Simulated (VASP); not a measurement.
Input of a VASP 6.6.1 run:

Contents of INCAR:

```
SYSTEM = TiS2
ALGO = Normal ; EDIFF = 1E-6
ENCUT = 500 ; GGA = PE
GGA_COMPAT = .False. ; ISIF = 2
ISMEAR = -1 ; LASPH = .True.
LCHARG = .True. ; LELF = .True.
LREAL = .False. ; LVHAR = .True.
LWAVE = .False. ; NBANDS = 19
NELM = 120 ; PREC = Accurate
SIGMA = 0.02
```

File KPOINTS:

```
k-points
0
Gamma
  12 12 4
  0 0 0
```

File POSCAR:

```
TiS2
1.0
    3.4617605591      0.0000000000      0.0000000000
   -1.7308802796      2.9979725860      0.0000000000
    0.0000000000      0.0000000000      5.8248010104
Ti S
1 2
Direct
    0.0000000000      0.0000000000      0.0000000000
    0.3333333333      0.6666666667      0.2383106355
    0.6666666667      0.3333333333      0.7616893645
```

Potentials or basis: VASP PAW PBE potentials, release 64 (Ti_sv, S).

Command:

```console
$ cat potpaw_PBE.64/Ti_sv/POTCAR potpaw_PBE.64/S/POTCAR > POTCAR
$ mpirun -np 1 vasp_std > vasp.out
```

(1) Predict the band gap on the k mesh.

(2) Predict the largest force.

(3) Estimate the pressure.

Results:

(1) 0.09 eV (least direct gap 0.46 eV).

(2) 0.080 eV/Å.

(3) -0.4 GPa.

Caveat: the cell differs from its parent crystal (strain +1.5%); semilocal functionals underestimate gaps, and a narrow one can read as zero; this functional lacks dispersion, which binds layers or chains, so the pressure and a relaxed spacing across them are unreliable.
